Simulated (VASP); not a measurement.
# Cr in VASP: notebook, part 2 of 2

VASP 6.6.1. The steps go on from the part before.

## Step 4: Electric field gradients, PBE, collinear spin, ferromagnetic start (xy shear strain of +1 %)

Input file INCAR:

```
  ALGO = Normal
  EDIFF = 1E-8
  ENCUT = 520
  GGA = PE
  ISIF = 2
  ISMEAR = -1
  ISPIN = 2
  LASPH = True
  LCHARG = False
  LEFG = True
  LMAXMIX = 4
  LORBIT = 11
  LREAL = False
  LWAVE = False
  MAGMOM = 3 3
  NBANDS = 23
  NELM = 150
  PREC = Accurate
  SIGMA = 0.05
```

Input file KPOINTS:

```
k-points
0
Gamma
  17 17 9
```

Input file POSCAR:

```
Cr
1.0
    2.4853038174      0.0124265191      0.0000000000
   -1.2318902275      2.1461229824      0.0000000000
    0.0000000000      0.0000000000      4.4556382136
Cr
2
Direct
    0.3333333333      0.6666666667      0.2500000000
    0.6666666667      0.3333333333      0.7500000000
```

Potentials or basis: VASP PAW PBE potentials, release 64 (Cr_pv).

Run with:

```sh
$ cat potpaw_PBE.64/Cr_pv/POTCAR > POTCAR
$ mpirun -np 1 vasp_std > vasp.out
```

OUTCAR:

```text
EDIFF = 1E-8
   ENCUT = 520
   GGA = PE
   ISIF = 2
   ISMEAR = -1
   ISPIN = 2
   LASPH = True
   LORBIT = 11
   LREAL = False
   NELM = 150
   PREC = Accurate

 ion  position               nearest neighbor table
   1  0.333  0.667  0.250-   2 2.65   2 2.65   2 2.65   2 2.65   2 2.65   2 2.65
   2  0.667  0.333  0.750-   1 2.65   1 2.65   1 2.65   1 2.65   1 2.65   1 2.65

  Warning from LATTYP: Monoclinic adjustment (A1->A3, A2->A1, A3->A2)!
  LATTYP: Found a simple monoclinic cell.
 ALAT       =     2.4745499365
 B/A-ratio  =     1.8005852894
 C/A-ratio  =     1.0043583469
 COS(beta)  =    -0.4934813925

  Lattice vectors:

 A1 = (  -1.2318902275,   2.1461229824,   0.0000000000)
 A2 = (   0.0000000000,   0.0000000000,   4.4556382136)
 A3 = (   2.4853038174,   0.0124265191,   0.0000000000)

Analysis of symmetry for initial positions (statically):
=====================================================================
 Subroutine PRICEL returns:
 Original cell was already a primitive cell.

 Routine SETGRP: Setting up the symmetry group for a
 simple monoclinic supercell.

 Subroutine GETGRP returns: Found  4 space group operations
 (whereof  2 operations were pure point group operations)
 out of a pool of  4 trial point group operations.

The static configuration has the point symmetry S_2 .
 The point group associated with its full space group is C_2h.

Analysis of symmetry for dynamics (positions and initial velocities):
=====================================================================
 Subroutine PRICEL returns:
 Original cell was already a primitive cell.

[... 1440 lines left out ...]
  -------------------------------------------------------------------------------------
  Total       -0.0736648     -0.0641960     -0.0510553      0.2118245      0.0000000      0.0000000
  in kB       -4.9520141     -4.3154884     -3.4321235     14.2396084      0.0000000      0.0000000
  external PRESSURE =      -4.2332087 kB  Pullay stress =       0.0000000 kB

 VOLUME and BASIS-vectors are now :
 -----------------------------------------------------------------------------
  energy-cutoff  :      520.00
  volume of cell :       23.83
      direct lattice vectors                 reciprocal lattice vectors
     2.485303817  0.012426519  0.000000000     0.401213795  0.230299642  0.000000000
    -1.231890228  2.146122982  0.000000000    -0.002323115  0.464623037  0.000000000
     0.000000000  0.000000000  4.455638214     0.000000000  0.000000000  0.224434739

 POSITION                                       TOTAL-FORCE (eV/Angst)
 -----------------------------------------------------------------------------------
      0.00717      1.43489      1.11391        -0.029647      0.000423      0.000000
      1.24624      0.72366      3.34173         0.029647     -0.000423     -0.000000
 -----------------------------------------------------------------------------------
    total drift:                                0.000000     -0.000000      0.000000

  FREE ENERGIE OF THE ION-ELECTRON SYSTEM (eV)
  ---------------------------------------------------
  free  energy   TOTEN  =       -18.2389231338 eV

  energy  without entropy=      -18.2137126244  energy(sigma->0) =      -18.22631788

 Electric field gradients (V/A^2)
---------------------------------------------------------------------
 ion       V_xx      V_yy      V_zz      V_xy      V_xz      V_yz
---------------------------------------------------------------------
   1      -5.032    -5.009    10.041    -0.634     0.000    -0.000
   2      -5.032    -5.009    10.041    -0.634     0.000     0.000
---------------------------------------------------------------------

 Electric field gradients after diagonalization (V/A^2)
 (convention: |V_zz| > |V_xx| > |V_yy|)
----------------------------------------------------------------------
 ion       V_xx      V_yy      V_zz     asymmetry (V_yy - V_xx)/ V_zz
----------------------------------------------------------------------
   1      -5.655    -4.386    10.041       0.126
   2      -5.655    -4.386    10.041       0.126
----------------------------------------------------------------------

           NMR quadrupolar parameters

 Cq : quadrupolar parameter    Cq=e*Q*V_zz/h
 eta: asymmetry parameters     (V_yy - V_xx)/ V_zz
 Q  : nuclear electric quadrupole moment in mb (millibarn)
----------------------------------------------------------------------
 ion       Cq(MHz)       eta       Q (mb)
----------------------------------------------------------------------
   1       0.024       0.126       1.000
   2       0.024       0.126       1.000
----------------------------------------------------------------------

 total charge

# of ion       s       p       d       tot
------------------------------------------
    1        0.441   6.371   4.210  11.022
    2        0.441   6.371   4.210  11.022
--------------------------------------------------
tot          0.882  12.742   8.420  22.045

 magnetization (x)

# of ion       s       p       d       tot
------------------------------------------
    1        0.000   0.000   0.000   0.000
    2        0.000   0.000   0.000   0.000
--------------------------------------------------
tot          0.000   0.000   0.000   0.000
```

stdout:

```text
POSCAR found type information on POSCAR Cr
 POSCAR found :  1 types and       2 ions
 scaLAPACK will be used
 LDA part: xc-table for (Slater+PW92), standard interpolation
 POSCAR, INCAR and KPOINTS ok, starting setup
 FFT: planning ... GRIDC
 FFT: planning ... GRID_SOFT
 FFT: planning ... GRID
 WAVECAR not read
 entering main loop
ion   1

ion   2
```

Run time: 6.8 min. Hardware: 1 thread of Intel Xeon Platinum 8559C (Emerald Rapids), shared host; peak memory 0.58 GiB.

What came out:

- Free energy: -18.2389 eV
- Pressure: -0.4 GPa
- Largest force: 0.030 eV/Å
- Band gap on the k mesh: zero (filled and empty bands overlap)
- Net moment: 0.00 μB per cell
- Valence electrons inside the program's atomic spheres: Cr 11.02

Forces in eV/Å, atoms in the order of the input:
```
Cr  -0.030  0.000  0.000
Cr   0.030  0.000  0.000
```

Electric field gradients, principal values (V/Å²):
```
atom   least  middle  greatest (by size)
1 Cr  -4.386  -5.655              10.041
2 Cr  -4.386  -5.655              10.041
```

Caveat: the cell differs from its parent crystal (xy shear strain of +1 %); the starting moments collapsed, and a magnetic state may lie lower; without QUAD_EFG the Cq values of the log hold for a quadrupole moment of 1 mb, not for the nuclei.
